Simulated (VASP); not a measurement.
Here is a VASP 6.6.1 calculation.

File INCAR:

```
  ALGO = Normal
  EDIFF = 1E-6
  ENCUT = 520
  GGA = PE
  ISIF = 2
  ISMEAR = 1
  LASPH = True
  LCHARG = False
  LREAL = False
  LWAVE = False
  NBANDS = 13
  NELM = 100
  PREC = Accurate
  SIGMA = 0.1
```

File KPOINTS:

```
k-points
0
Gamma
  13 13 13
```

POSCAR

```
Mo
1.0
   -1.5521500284      1.5521500284      1.5521500284
    1.5521500284     -1.5521500284      1.5521500284
    1.5521500284      1.5521500284     -1.5521500284
Mo
1
Direct
    0.0000000000      0.0000000000      0.0000000000
```

Potentials or basis: VASP PAW PBE potentials, release 64 (Mo_sv).

The run is started by

```sh
$ cat potpaw_PBE.64/Mo_sv/POTCAR > POTCAR
$ mpirun -np 1 vasp_std > vasp.out
```

(1) Predict the pressure.

(2) Estimate the band gap on the k mesh.

## Answers

(1) 15.9 GPa.

(2) zero (band 7 reaches 17.15 eV, above the bottom of band 8 at 11.87 eV).
